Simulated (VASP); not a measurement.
# BN (Cm) in VASP: a series of runs, part 2 of 2

VASP 6.6.1. Earlier steps stand in the parts before.

## 4. Single point, r2SCAN

Contents of POSCAR:

```
BN
1.0
    2.5439665232      0.0000000000      0.0000000000
   -1.2719832616      2.2031396355      0.0000000000
    0.0000000000      0.0000000000      4.2077449317
B N
2 2
Direct
    0.6666666667      0.3333333333      0.9997995909
    0.3333333333      0.6666666667      0.4997995909
    0.6987042955      0.3974085910      0.6372530437
    0.3653709621      0.7307419243      0.1372530437
```

Contents of INCAR.step1:

```
  PREC = Accurate
  ENCUT = 520
  ISMEAR = 0
  SIGMA = 0.05
  LREAL = False
  LASPH = True
  NELM = 60
  NBANDS = 16
  GGA = PE
  ALGO = Normal
  EDIFF = 1E-4
  LWAVE = True
  LCHARG = False
```

Contents of INCAR.step2:

```
  PREC = Accurate
  ENCUT = 520
  EDIFF = 1E-6
  ISMEAR = 0
  SIGMA = 0.05
  LREAL = False
  LASPH = True
  NELM = 60
  ALGO = Normal
  ISIF = 2
  LWAVE = False
  LCHARG = False
  METAGGA = R2SCAN
  LMIXTAU = True
  NBANDS = 16
  ISTART = 1
```

Contents of KPOINTS:

```
Automatic mesh
0
Gamma
  12 12 6
```

Potentials or basis: VASP PAW PBE potentials, release 64 (B, N).

Command:

```sh
> cat potpaw_PBE.64/B/POTCAR potpaw_PBE.64/N/POTCAR > POTCAR
> cp INCAR.step1 INCAR
> mpirun -np 1 vasp_std > vasp.out
> cp INCAR.step2 INCAR
> mpirun -np 1 vasp_std > vasp.out
```

OUTCAR:

```text
PREC = Accurate
   ENCUT = 520
   EDIFF = 1E-6
   ISMEAR = 0
   LREAL = False
   LASPH = True
   NELM = 60
   ISIF = 2
   METAGGA = R2SCAN
   ISTART = 1

 ion  position               nearest neighbor table
   1  0.667  0.333  1.000-   4 1.45   3 1.53   4 1.65   4 1.65
   2  0.333  0.667  0.500-   3 1.52   3 1.52   4 1.53   3 1.71
   3  0.699  0.397  0.637-   2 1.52   2 1.52   1 1.53   2 1.71
   4  0.365  0.731  0.137-   1 1.45   2 1.53   1 1.65   1 1.65

  LATTYP: Found a hexagonal cell.
 ALAT       =     2.5439665232
 C/A-ratio  =     1.6540095529

  Lattice vectors:

 A1 = (   2.5439665232,   0.0000000000,   0.0000000000)
 A2 = (  -1.2719832616,   2.2031396355,   0.0000000000)
 A3 = (   0.0000000000,   0.0000000000,   4.2077449317)

Analysis of symmetry for initial positions (statically):
=====================================================================
 Subroutine PRICEL returns:
 Original cell was already a primitive cell.

 Routine SETGRP: Setting up the symmetry group for a
 hexagonal supercell.

 Subroutine GETGRP returns: Found  2 space group operations
 (whereof  2 operations were pure point group operations)
 out of a pool of 24 trial point group operations.

The static configuration has the point symmetry C_1h.

Analysis of symmetry for dynamics (positions and initial velocities):
=====================================================================
 Subroutine PRICEL returns:
 Original cell was already a primitive cell.

 Routine SETGRP: Setting up the symmetry group for a
 hexagonal supercell.

 Subroutine GETGRP returns: Found  2 space group operations
 (whereof  2 operations were pure point group operations)
 out of a pool of 24 trial point group operations.

The dynamic configuration has the point symmetry C_1h.

 Subroutine INISYM returns: Found  2 space group operations
[... 118 lines left out ...]
   IALGO  =     38    algorithm
   IMIX   =      4    mixing-type and parameters
     AMIX     =   0.40;   BMIX     =  1.00
     AMIX_MAG =   1.60;   BMIX_MAG =  1.00
  volume/ion in A,a.u.               =       5.90        39.79
  Fermi-wavevector in a.u.,A,eV,Ry     =   1.438513  2.718396 28.154815  2.069321
  Thomas-Fermi vector in A             =   2.557472
   LORBIT       =      0    0 simple, 1 ext, 2 COOP (PROOUT), +10 PAW based schemes
   METAGGA = R2SCAN    functional components
   LHFCALC =     F    Hartree Fock is set to
   AEXX    =    0.0000 exact exchange contribution
   IVDW    =     0    specifies the selected vdW correction
   LEPSILON=     F    determine dielectric tensor
   LRPA    =     F    only Hartree local field effects (RPA)
 non-spin polarized calculation
 Gauss-broadening in eV      SIGMA  =   0.05
  energy-cutoff  :      520.00
  volume of cell :       23.58
 maximum number of plane-waves:       652
   NGX =  9   NGY =  9   NGZ = 15

 number of electron      15.9999999 magnetization

 Free energy of the ion-electron system (eV)
  ---------------------------------------------------
  ext. energy  EPLUGINS =         0.00000000
  ---------------------------------------------------
  free energy    TOTEN  =       -37.75997166 eV

  energy without entropy =      -37.75997166  energy(sigma->0) =      -37.75997166

 E-fermi :   8.4228     XC(G=0): -13.6446

 val. band max:        8.2158076155   @ k =   0.0000   0.0000   0.0000
 cond. band min:      12.4726816922   @ k =   0.3333   0.3333   0.0000
 fundamental gap:      4.2568740767
 Fermi energy:         8.4228348333

 k-point     1 :       0.0000    0.0000    0.0000
  band No.  band energies     occupation
      1     -14.0707      2.00000
      2      -9.8822      2.00000
      3      -4.0431      2.00000
      4       4.9268      2.00000
      5       4.9384      2.00000
      6       6.4198      2.00000
[... 433 lines left out ...]
      3      -1.7424      2.00000
      4      -1.1328      2.00000
      5       0.7297      2.00000
      6       2.5266      2.00000
[... 8 lines left out ...]
     15      24.8809      0.00000
     16      25.8825      0.00000

 [... further k-points ...]

------------------------ aborting loop because EDIFF is reached ----------------------------------------

  FORCE on cell =-STRESS in cart. coord.  units (eV):
  Direction    XX          YY          ZZ          XY          YZ          ZX
  --------------------------------------------------------------------------------------
  -------------------------------------------------------------------------------------
  Total        0.6237040      1.7252678      0.5872912      0.0000000     -0.5539248      0.0000000
  in kB       42.3727132    117.2098924     39.8989308      0.0000000    -37.6321108      0.0000000
  external PRESSURE =      66.4938455 kB  Pullay stress =       0.0000000 kB

 VOLUME and BASIS-vectors are now :
 -----------------------------------------------------------------------------
  energy-cutoff  :      520.00
  volume of cell :       23.58
      direct lattice vectors                 reciprocal lattice vectors
     2.543966523  0.000000000  0.000000000     0.393086934  0.226948847  0.000000000
    -1.271983262  2.203139635  0.000000000     0.000000000  0.453897694  0.000000000
     0.000000000  0.000000000  4.207744932     0.000000000  0.000000000  0.237656991

 POSITION                                       TOTAL-FORCE (eV/Angst)
 -----------------------------------------------------------------------------------
      1.27198      0.73438      4.20690         0.000000      3.738922      0.665433
     -0.00000      1.46876      2.10303         0.000000      2.489647      0.825115
      1.27198      0.87555      2.68140         0.000000     -2.442952     -0.831408
     -0.00000      1.60993      0.57753        -0.000000     -3.785617     -0.659140
 -----------------------------------------------------------------------------------
    total drift:                               -0.000001      0.000055     -0.001689

  FREE ENERGIE OF THE ION-ELECTRON SYSTEM (eV)
  ---------------------------------------------------
  free  energy   TOTEN  =       -37.7599716579 eV

  energy  without entropy=      -37.7599716579  energy(sigma->0) =      -37.75997166
```

OUTCAR.step1:

```text
PREC = Accurate
   ENCUT = 520
   ISMEAR = 0
   LREAL = False
   LASPH = True
[... 684 lines left out ...]
      1.27198      0.73438      4.20690         0.000000      3.745955      0.655461
     -0.00000      1.46876      2.10303         0.000000      2.481649      0.815653
      1.27198      0.87555      2.68140        -0.000000     -2.437732     -0.821593
     -0.00000      1.60993      0.57753         0.000000     -3.789872     -0.649521
 -----------------------------------------------------------------------------------
    total drift:                               -0.000001      0.000524     -0.000537

  FREE ENERGIE OF THE ION-ELECTRON SYSTEM (eV)
  ---------------------------------------------------
  free  energy   TOTEN  =       -34.3218313637 eV

  energy  without entropy=      -34.3218313637  energy(sigma->0) =      -34.32183136
```

OSZICAR.step1:

```text
N       E                     dE             d eps       ncg     rms          rms(c)
DAV:   1     0.378709602611E+02    0.37871E+02   -0.83528E+03  7760   0.975E+02
DAV:   2    -0.341909612132E+02   -0.72062E+02   -0.67609E+02 10984   0.231E+02
DAV:   3    -0.364004146055E+02   -0.22095E+01   -0.22046E+01  9152   0.368E+01
DAV:   4    -0.364057570369E+02   -0.53424E-02   -0.53421E-02  9312   0.207E+00
DAV:   5    -0.364057714663E+02   -0.14429E-04   -0.14429E-04  8376   0.100E-01    0.980E+00
DAV:   6    -0.344922417989E+02    0.19135E+01   -0.24297E+00 10096   0.142E+01    0.459E+00
DAV:   7    -0.343521574021E+02    0.14008E+00   -0.34770E-01 10440   0.478E+00    0.281E+00
DAV:   8    -0.343230245274E+02    0.29133E-01   -0.57360E-02  9768   0.198E+00    0.275E-01
DAV:   9    -0.343215682770E+02    0.14563E-02   -0.26483E-03  9224   0.584E-01    0.143E-01
DAV:  10    -0.343218223398E+02   -0.25406E-03   -0.49981E-04  9632   0.182E-01    0.275E-02
DAV:  11    -0.343218313637E+02   -0.90239E-05   -0.29869E-05  4136   0.543E-02
   1 F= -.34321831E+02 E0= -.34321831E+02  d E =-.274965E-15
```

It took 3.2 min on 1 thread of Intel Xeon 8259CL, shared host; peak memory 0.2 GiB.

What came out:

* Free energy: -37.7600 eV
* Pressure: 6.6 GPa
* Largest force: 3.843 eV/Å
* Band gap on the k mesh: 4.26 eV (least direct gap 7.87 eV)

Forces on the atoms (eV/Å):
```
B    0.000  3.739  0.665
B    0.000  2.490  0.825
N    0.000 -2.443 -0.831
N    0.000 -3.786 -0.659
```

Levels at points of the mesh, in eV from the valence-band top:
| k point | band 6 | band 7 | band 8 | band 9 | band 10 | band 11 |
| --- | --- | --- | --- | --- | --- | --- |
| (0.00, 0.00, 0.00) | -1.80 | -0.24 | 0.00 | 7.93 | 7.94 | 8.81 |
| (0.50, 0.00, 0.00) | -5.90 | -5.57 | -2.42 | 6.05 | 6.92 | 9.61 |
| (0.00, 0.50, 0.00) | -5.99 | -5.70 | -2.63 | 6.57 | 7.50 | 9.89 |
| (0.00, 0.00, 0.50) | -2.72 | -0.85 | -0.78 | 8.02 | 8.46 | 8.90 |
| (0.50, 0.00, 0.50) | -5.18 | -3.97 | -3.66 | 5.92 | 6.25 | 9.29 |
| (0.00, 0.50, 0.50) | -4.97 | -4.54 | -4.05 | 6.01 | 6.72 | 9.26 |

Caveat: the cell differs from its parent crystal (all N atoms moved -0.150 Å, as atom 3 towards its neighbour atom 2 (B) at 1.561 Å); the stress differs along the axes, from 4 to 12 GPa; the PAW data sets were made with another functional, which shifts forces and pressure a little. A k mesh can miss the band edges.

## 5. Summary

| cell | gap on the mesh (eV) | pressure (GPa) | largest force (eV/Å) |
| --- | --- | --- | --- |
| as given, atomic positions A | 3.03 | 21.9 | 7.67 |
| as given, atomic positions B | 5.12 | 19.4 | 8.65 |
| as given, atomic positions C | 4.26 | 6.6 | 3.84 |

Alike in all rows: task single point; level r2SCAN; potentials or basis VASP PAW PBE potentials, release 64 (B, N); no spin polarisation; k mesh 12 × 12 × 6; cutoff (eV) 520; smearing gaussian 0.05 eV.

Caveats: the PAW data sets were made with another functional, which shifts forces and pressure a little; the stress differs along the axes, from 12 to 42 GPa (at least some runs); the stress differs along the axes, from 11 to 34 GPa (at least some runs); the stress differs along the axes, from 4 to 12 GPa (at least some runs).

Absolute energies hang on the potentials; compare differences alone.
